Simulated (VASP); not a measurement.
## Mg2Sn: single point with PBEsol

The system is Mg2Sn.

```xyz
3
Lattice="0.0000 3.3799 3.3799 3.3799 0.0000 3.3799 3.3799 3.3799 0.0000" Properties=species:S:1:pos:R:3 pbc="T T T"
Sn    0.0000    0.0000    0.0000
Mg    1.6900    1.6900    1.6900
Mg    5.0699    5.0699    5.0699
```

| Item | Value |
| --- | --- |
| Program | VASP 6.6.1 |
| Task | single point |
| Functional | PBEsol |
| Potentials or basis | VASP PAW PBE potentials, release 64 (Sn_d, Mg) |
| Cutoff | 600 eV |
| k mesh | 4 × 4 × 4 |
| Occupations | fermi-dirac, width 0.02 eV |
| Spin | no spin polarisation |
| Dipole correction | no |
| Further INCAR settings | ALGO = Normal; EDIFF = 1e-06; NBANDS = 16 |

```json
{
  "Pressure": "-0.1 GPa",
  "Band gap on the k mesh": "zero (bands 9 and 10 overlap by 0.13 eV)"
}
```

Levels at points of the mesh, in eV from the Fermi level:
```
           k point  band 5  band 6  band 7  band 8  band 9  band 10  band 11  band 12  band 13  band 14
(0.00, 0.00, 0.00)  -20.77   -9.06    0.07    0.07    0.07     1.43     2.22     2.22     2.22     4.13
(0.50, 0.00, 0.00)  -20.77   -7.80   -4.75   -0.76   -0.76     0.73     2.28     2.28     3.96     6.96
(0.50, 0.50, 0.00)  -20.77   -7.29   -4.53   -2.04   -2.04    -0.07     0.17     7.26     7.26     7.50
```

Wall time 15 s on 1 thread of AMD EPYC 7R43 64-Core Processor (Zen 3), on a shared host, peak memory 0.2 GiB.

Caveat: the k points lie up to 0.40 Å⁻¹ apart; the PAW data sets were made with another functional, which shifts forces and pressure a little; spin-orbit coupling is left out, which moves the levels of the heavy elements.
